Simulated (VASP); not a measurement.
# Mo (Pm-3m) in VASP: a series of runs, part 2 of 2

VASP 6.6.1. Earlier steps stand in the parts before.

## Step 4: Relaxation of cell and atoms, PBE, target pressure 100 GPa, at which the enthalpy is minimised

This run uses another cell than the first one, of 13.00 Å³/atom.

Contents of INCAR:

```
SYSTEM = Mo
ALGO = Normal ; EDIFF = 1E-7
EDIFFG = -0.005 ; ENCUT = 500
GGA = PE ; GGA_COMPAT = .False.
IBRION = 2 ; ISIF = 3
ISMEAR = -1 ; LASPH = .True.
LCHARG = .False. ; LREAL = .False.
LWAVE = .False. ; NELM = 120
NELMIN = 4 ; NSW = 60
PREC = Accurate ; PSTRESS = 1000.0
SIGMA = 0.08
```

Contents of KPOINTS:

```
k-points
0
Gamma
  16 16 16
  0 0 0
```

Contents of POSCAR:

```
Mo
1.0
    2.3511547288      0.0000000000      0.0000000000
    0.0000000000      2.3511547288      0.0000000000
    0.0000000000      0.0000000000      2.3511547288
Mo
1
Direct
    0.0000000000      0.0000000000      0.0000000000
```

Potentials or basis: VASP PAW PBE potentials, release 64 (Mo_sv).

The run is started by

```sh
$ cat potpaw_PBE.64/Mo_sv/POTCAR > POTCAR
$ mpirun -np 1 vasp_std > vasp.out
```

OUTCAR:

```text
SYSTEM = Mo
   EDIFF = 1E-7
   EDIFFG = -0.005
   ENCUT = 500
   GGA = PE
   IBRION = 2
   ISIF = 3
   ISMEAR = -1
   LASPH = .True.
   LREAL = .False.
   NELM = 120
   NELMIN = 4
   NSW = 60
   PREC = Accurate
   PSTRESS = 1000.0

 ion  position               nearest neighbor table
   1  0.000  0.000  0.000-

  LATTYP: Found a simple cubic cell.
 ALAT       =     2.3511547288

  Lattice vectors:

 A1 = (   2.3511547288,   0.0000000000,   0.0000000000)
 A2 = (   0.0000000000,   2.3511547288,   0.0000000000)
 A3 = (   0.0000000000,   0.0000000000,   2.3511547288)

Analysis of symmetry for initial positions (statically):
=====================================================================
 Subroutine PRICEL returns:
 Original cell was already a primitive cell.

 Routine SETGRP: Setting up the symmetry group for a
 simple cubic supercell.

 Subroutine GETGRP returns: Found 48 space group operations
 (whereof 48 operations were pure point group operations)
 out of a pool of 48 trial point group operations.

The static configuration has the point symmetry O_h .

Analysis of symmetry for dynamics (positions and initial velocities):
=====================================================================
 Subroutine PRICEL returns:
 Original cell was already a primitive cell.

 Routine SETGRP: Setting up the symmetry group for a
 simple cubic supercell.

 Subroutine GETGRP returns: Found 48 space group operations
 (whereof 48 operations were pure point group operations)
 out of a pool of 48 trial point group operations.

The dynamic configuration has the point symmetry O_h .

 Subroutine INISYM returns: Found 48 space group operations
 (whereof 48 operations are pure point group operations),
 and found     1 'primitive' translations

----------------------------------------------------------------------------------------

                                     Primitive cell

  volume of cell :      12.9970

  direct lattice vectors                    reciprocal lattice vectors
     2.351154729  0.000000000  0.000000000     0.425322922  0.000000000  0.000000000
     0.000000000  2.351154729  0.000000000     0.000000000  0.425322922  0.000000000
     0.000000000  0.000000000  2.351154729     0.000000000  0.000000000  0.425322922

  length of vectors
     2.351154729  2.351154729  2.351154729     0.425322922  0.425322922  0.425322922

  position of ions in fractional coordinates (direct lattice)
     0.000000000  0.000000000  0.000000000

  ion indices of the primitive-cell ions
   primitive index   ion index
                 1           1

----------------------------------------------------------------------------------------

 KPOINTS: k-points

Automatic generation of k-mesh.
 Grid dimensions read from file:
 generate k-points for:   16   16   16

 Generating k-lattice:

  Cartesian coordinates                     Fractional coordinates (reciprocal lattice)
     0.026582683  0.000000000  0.000000000     0.062500000  0.000000000  0.000000000
     0.000000000  0.026582683  0.000000000     0.000000000  0.062500000  0.000000000
     0.000000000  0.000000000  0.026582683     0.000000000  0.000000000  0.062500000

  Length of vectors
     0.026582683  0.026582683  0.026582683
[... 37 lines left out ...]
   number of dos      NEDOS =    301   number of ions     NIONS =      1
   total plane-waves  NPLWV =   5832
   dimension x,y,z NGX =    18 NGY =   18 NGZ =   18
   dimension x,y,z NGXF=    36 NGYF=   36 NGZF=   36
   ions per type =               1
   NGX,Y,Z   is equivalent  to a cutoff of  12.73, 12.73, 12.73 a.u.
   NGXF,Y,Z  is equivalent  to a cutoff of  25.45, 25.45, 25.45 a.u.
 SYSTEM =  Mo
   PREC   = accura    normal or accurate (medium, high low for compatibility)
   ISTART =      0    job   : 0-new  1-cont  2-samecut
   ICHARG =      2    charge: 1-file 2-atom 10-const
   ISPIN  =      1    spin polarized calculation?
   LNONCOLLINEAR =      F non collinear calculations
   LSORBIT =      F    spin-orbit coupling
   LASPH  =      T    aspherical Exc in radial PAW
   ENCUT  =  500.0 eV  36.75 Ry    6.06 a.u.   4.29  4.29  4.29*2*pi/ulx,y,z
   NELM   =    120;   NELMIN=  4; NELMDL= -5     # of ELM steps
   EDIFF  = 0.1E-06   stopping-criterion for ELM
   LREAL  =      F    real-space projection
   EDIFFG = -.5E-02   stopping-criterion for IOM
   NSW    =     60    number of steps for IOM
   IBRION =      2    ionic relax: 0-MD 1-quasi-New 2-CG
   NFREE  =      1    steps in history (QN), initial steepest desc. (CG)
   ISIF   =      3    stress and relaxation
   ISYM   =      2    0-nonsym 1-usesym 2-fastsym
   POTIM  = 0.5000    time-step for ionic-motion
   TEBEG  =    0.0;   TEEND  =   0.0 temperature during run
   PSTRESS= 1000.0 pullay stress
   NELECT =      14.0000    total number of electrons
   NUPDOWN=      -1.0000    fix difference up-down
   EMIN   =  10.00;   EMAX   =-10.00  energy-range for DOS
   EFERMI =   0.00;   METHOD = LEGACY
   ISMEAR =    -1;   SIGMA  =   0.08  broadening in eV -4-tet -1-fermi 0-gaus
   EFERMI_NEDOS =   21; number of points for ismear=-14 and -15
   IALGO  =     38    algorithm
   IMIX   =      4    mixing-type and parameters
     AMIX     =   0.40;   BMIX     =  1.00
     AMIX_MAG =   1.60;   BMIX_MAG =  1.00
  volume/ion in A,a.u.               =      13.00        87.71
  Fermi-wavevector in a.u.,A,eV,Ry     =   1.678171  3.171284 38.317530  2.816259
  Thomas-Fermi vector in A             =   2.762308
   LORBIT       =      0    0 simple, 1 ext, 2 COOP (PROOUT), +10 PAW based schemes
   GGA     = PE    functional components
   LHFCALC =     F    Hartree Fock is set to
   AEXX    =    0.0000 exact exchange contribution
   IVDW    =     0    specifies the selected vdW correction
   LEPSILON=     F    determine dielectric tensor
   LRPA    =     F    only Hartree local field effects (RPA)
 conjugate gradient relaxation of ions
 non-spin polarized calculation
  energy-cutoff  :      500.00
  volume of cell :       13.00
 maximum number of plane-waves:       342
 NGX is ok and might be reduce to    18
   NGX =  9   NGY =  9   NGZ =  9

--------------------------------------- Ionic step        1  -------------------------------------------

 number of electron      13.9999998 magnetization

 Free energy of the ion-electron system (eV)
  ---------------------------------------------------
  ext. energy  EPLUGINS =         0.00000000
  ---------------------------------------------------
  free energy    TOTEN  =        -8.56670116 eV

  energy without entropy =       -8.54785169  energy(sigma->0) =       -8.55727643

------------------------ aborting loop because EDIFF is reached ----------------------------------------

  FORCE on cell =-STRESS in cart. coord.  units (eV):
  Direction    XX          YY          ZZ          XY          YZ          ZX
  --------------------------------------------------------------------------------------
  -------------------------------------------------------------------------------------
  Total        8.8296836      8.8296836      8.8296836     -0.0000000      0.0000000     -0.0000000
  in kB     1088.4590397   1088.4590397   1088.4590397     -0.0000000      0.0000000     -0.0000000
  external PRESSURE =      88.4590397 kB  Pullay stress =    1000.0000000 kB
[... 98 lines left out ...]
--------------------------------------- Ionic step        4  -------------------------------------------

 number of electron      14.0000002 magnetization

 Free energy of the ion-electron system (eV)
  ---------------------------------------------------
  ext. energy  EPLUGINS =         0.00000000
  ---------------------------------------------------
  free energy    TOTEN  =        -8.70008428 eV

  energy without entropy =       -8.68064755  energy(sigma->0) =       -8.69036592

 E-fermi :  15.3335     XC(G=0): -14.2155

 val. band max:       15.3257141707   @ k =   0.4375   0.4375   0.1875
 cond. band min:      15.3355229198   @ k =   0.5000   0.3125   0.1875
 fundamental gap:      0.0098087491
 Fermi energy:        15.3335082868

 k-point     1 :       0.0000    0.0000    0.0000
  band No.  band energies     occupation
      1     -46.1764      2.00000
      2     -18.4552      2.00000
      3     -18.4552      2.00000
      4     -18.4552      2.00000
      5       8.0943      2.00000
      6       9.3928      2.00000
      7       9.3928      2.00000
      8      20.9597      0.00000
      9      20.9597      0.00000
     10      20.9597      0.00000
     11      33.4865      0.00000
[... 309 lines left out ...]
 k-point    24 :       0.5000    0.1250    0.0000
  band No.  band energies     occupation
      1     -45.5601      2.00000
      2     -21.6174      2.00000
      3     -18.6252      2.00000
      4     -18.0864      2.00000
      5      11.1200      2.00000
      6      12.5197      2.00000
      7      12.8109      2.00000
      8      16.1365      0.00009
      9      18.6595      0.00000
     10      20.6427      0.00000
     11      28.1833      0.00000

 [... further k-points ...]
[... 5 lines left out ...]
  --------------------------------------------------------------------------------------
  -------------------------------------------------------------------------------------
  Total        8.2391868      8.2391868      8.2391868      0.0000000     -0.0000000      0.0000000
  in kB      999.9124915    999.9124915    999.9124915      0.0000000     -0.0000000      0.0000000
  external PRESSURE =      -0.0875085 kB  Pullay stress =    1000.0000000 kB
[... 20 lines left out ...]
  energy  without entropy=       -8.6806475484  energy(sigma->0) =       -8.69036592

  enthalpy is  TOTEN    =        -0.4601764139 eV   P V=        8.2399078682

 reached required accuracy - stopping structural energy minimisation
```

CONTCAR:

```text
Mo
   1.00000000000000
     2.3634385375617075   -0.0000000000000000   -0.0000000000000000
    -0.0000000000000000    2.3634385375617075   -0.0000000000000000
     0.0000000000000000    0.0000000000000000    2.3634385375617075
  Mo
     1
Direct
     0.0000000000000000    0.0000000000000000    0.0000000000000000

  0.00000000E+00  0.00000000E+00  0.00000000E+00
```

Run time: 60 s. Hardware: 1 thread of Intel Xeon 8259CL, shared host; peak memory 0.14 GiB.

Results:

| Quantity | Value |
| --- | --- |
| Free energy | -8.7001 eV |
| Relaxed volume | 13.20 Å³/atom |
| Relaxed cell | a = 2.363 Å, b = 2.363 Å, c = 2.363 Å, α = 90.00°, β = 90.00°, γ = 90.00° |
| Space group after relaxing (to 0.1 Å) | Pm-3m (No. 221) |
| Energy change on relaxing (the run minimises the enthalpy) | -133.4 meV/atom |
| Ionic steps | 4 |
| Pressure after relaxing | 100.0 GPa |
| Band gap on the k mesh | zero (bands 7 and 8 overlap by 2.99 eV) |

Step by step:
```tsv
step	energy change (eV)	largest force (eV/Å)	pressure (GPa)	volume (Å³)
1	0.0000	0.0000	108.85	13.00
2	-0.7146	0.0000	58.90	14.39
3	-0.1391	0.0000	99.61	13.21
4	-0.1334	0.0000	99.99	13.20
```

Final structure:
```cif
data_structure
_symmetry_space_group_name_H-M 'P 1'
_symmetry_Int_Tables_number 1
_cell_length_a 2.3634
_cell_length_b 2.3634
_cell_length_c 2.3634
_cell_angle_alpha 90.000
_cell_angle_beta 90.000
_cell_angle_gamma 90.000
_cell_volume 13.20
loop_
_atom_site_label
_atom_site_type_symbol
_atom_site_fract_x
_atom_site_fract_y
_atom_site_fract_z
_atom_site_occupancy
Mo1 Mo 0.00000 0.00000 0.00000 1
```

Levels at points of the mesh, in eV from the Fermi level:
```
           k point  band 3  band 4  band 5  band 6  band 7  band 8  band 9  band 10  band 11
(0.00, 0.00, 0.00)  -33.79  -33.79   -7.24   -5.94   -5.94    5.63    5.63     5.63    18.15
(0.50, 0.00, 0.00)  -33.46  -33.46   -4.65   -3.86    0.52    0.66    0.66     6.16    13.07
(0.50, 0.50, 0.00)  -36.50  -33.16   -7.87   -2.74    1.70    1.70    7.71     7.71     9.00
(0.50, 0.50, 0.50)  -36.03  -36.03   -5.63   -5.63   -5.63    6.85    9.37     9.37    17.71
```

Caveat: the cell is relaxed towards a set pressure, so the run minimises the enthalpy, not the energy.

## Step 5: Relaxation of cell and atoms, PBE, target pressure 100 GPa, at which the enthalpy is minimised

Contents of INCAR:

```
SYSTEM = Mo
PREC = Accurate
ENCUT = 500
EDIFF = 1E-7
ISMEAR = -1
SIGMA = 0.08
LREAL = .False.
LASPH = .True.
NELM = 120
ALGO = Normal
ISIF = 3
LWAVE = .False.
LCHARG = .False.
GGA = PE
IBRION = 2
NSW = 32
EDIFFG = -0.005
PSTRESS = 1000.0
GGA_COMPAT = .False.
NELMIN = 4
```

Contents of KPOINTS:

```
Automatic mesh
0
Gamma
  16 16 16
  0 0 0
```

Contents of POSCAR:

```
Mo
1.0
    2.3602734651      0.0000000000      0.0000000000
    0.0000000000      2.3602734651      0.0000000000
    0.0000000000      0.0000000000      2.3602734651
Mo
1
Direct
    0.0000000000      0.0000000000      0.0000000000
```

The run is started by

```sh
$ cat potpaw_PBE.64/Mo_sv/POTCAR > POTCAR
$ mpirun -np 1 vasp_std > vasp.out
```

Run time: 47 s. Hardware: 1 thread of Intel Xeon 8259CL, shared host; peak memory 0.14 GiB.

Results (log left out):

```yaml
Free_energy: -8.7004 eV
Relaxed_volume: 13.20 Å³/atom
Relaxed_cell: a = 2.363 Å, b = 2.363 Å, c = 2.363 Å, α = 90.00°, β = 90.00°, γ = 90.00°
Space_group_after_relaxing_to_0.1_Å: Pm-3m (No. 221)
Energy_change_on_relaxing_the_run_minimises_the_enthalpy: -33.6 meV/atom
Ionic_steps: 3
Pressure_after_relaxing: 100.0 GPa
Band_gap_on_the_k_mesh: zero (bands 7 and 8 overlap by 2.99 eV)
```

Step by step:
| step | energy change (eV) | largest force (eV/Å) | pressure (GPa) | volume (Å³) |
| --- | --- | --- | --- | --- |
| 1 | 0.0000 | 0.0000 | 102.23 | 13.15 |
| 2 | -0.2081 | 0.0000 | 88.17 | 13.50 |
| 3 | -0.0336 | 0.0000 | 99.99 | 13.20 |

Final structure:
```xyz
1
Lattice="2.3635 0.0000 0.0000 0.0000 2.3635 0.0000 0.0000 0.0000 2.3635" Properties=species:S:1:pos:R:3 pbc="T T T"
Mo    0.0000    0.0000    0.0000
```

Levels at points of the mesh, in eV from the Fermi level:
```
           k point  band 3  band 4  band 5  band 6  band 7  band 8  band 9  band 10  band 11
(0.00, 0.00, 0.00)  -33.79  -33.79   -7.24   -5.94   -5.94    5.63    5.63     5.63    18.15
(0.50, 0.00, 0.00)  -33.46  -33.46   -4.65   -3.86    0.52    0.66    0.66     6.16    13.07
(0.50, 0.50, 0.00)  -36.50  -33.16   -7.87   -2.74    1.70    1.70    7.71     7.71     9.00
(0.50, 0.50, 0.50)  -36.03  -36.03   -5.63   -5.63   -5.63    6.85    9.37     9.37    17.71
```

Caveat: the cell is relaxed towards a set pressure, so the run minimises the enthalpy, not the energy.

## Step 6: The runs side by side

| task | cell | gap on the mesh (eV) | pressure (GPa) |
| --- | --- | --- | --- |
| single point | a = 2.360 Å, 1 atom | none | 102.2 |
| relaxation of cell and atoms | relaxed to 100 GPa from a = 2.351 Å, 1 atom | none | 100.0 |
| relaxation of cell and atoms | relaxed to 100 GPa from a = 2.360 Å, 1 atom | none | 100.0 |

Alike in all rows: level PBE; potentials or basis VASP PAW PBE potentials, release 64 (Mo_sv); no spin polarisation; k mesh 16 × 16 × 16; cutoff (eV) 500; smearing fermi-dirac 0.08 eV.

Caveats: the cell is relaxed towards a set pressure, so the run minimises the enthalpy, not the energy (at least some runs); the cell stands under pressure (at least some runs).

Absolute energies hang on the potentials; compare differences alone.
